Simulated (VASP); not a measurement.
Wanted: the native input for a VASP 6.6.1 run.

```
Task                   : single point
Functional             : PBEsol
Potentials or basis    : VASP PAW PBE potentials, release 64 (Al)
Cutoff                 : 520 eV
k mesh                 : 20 × 20 × 20
Occupations            : gaussian, width 0.15 eV
Spin                   : no spin polarisation
Dipole correction      : no
Further INCAR settings : ALGO = Normal; EDIFF = 1e-07; NBANDS = 8
```

The structure of Al lies in POSCAR:

```
Al
1.0
   -1.5633723629      1.5633723629      1.5912186900
    1.5633723629     -1.5633723629      1.5912186900
    1.6190650171      1.6190650171     -1.5912186900
Al
1
Direct
    0.0000000000      0.0000000000      0.0000000000
```

This cell differs from its parent crystal: strain +0.0350 x Voigt [0, 0, 0, 0, 0, 1].

The input as run:

INCAR

```
  PREC = Accurate
  ENCUT = 520
  EDIFF = 1E-7
  ISMEAR = 0
  SIGMA = 0.15
  LREAL = F
  LASPH = T
  NELM = 60
  ALGO = Normal
  ISIF = 2
  LWAVE = F
  LCHARG = F
  GGA = PS
  NBANDS = 8
```

KPOINTS

```
regular mesh
0
Gamma
  20 20 20
```

Potentials or basis: VASP PAW PBE potentials, release 64 (Al).

Run with:

```console
$ cat potpaw_PBE.64/Al/POTCAR > POTCAR
$ mpirun -np 1 vasp_std > vasp.out
```

It gave:

```
Pressure               : 2.4 GPa
Band gap on the k mesh : zero (an odd number of electrons rules out a gap without spin polarisation)
```

Caveat: the cell differs from its parent crystal (strain +0.0350 x Voigt [0, 0, 0, 0, 0, 1]); the PAW data sets were made with another functional, which shifts forces and pressure a little.

Wall time 71 s on 1 thread of Intel(R) Xeon(R) Platinum 8375C CPU @ 2.90GHz (Ice Lake), on a shared host, peak memory 0.23 GiB.
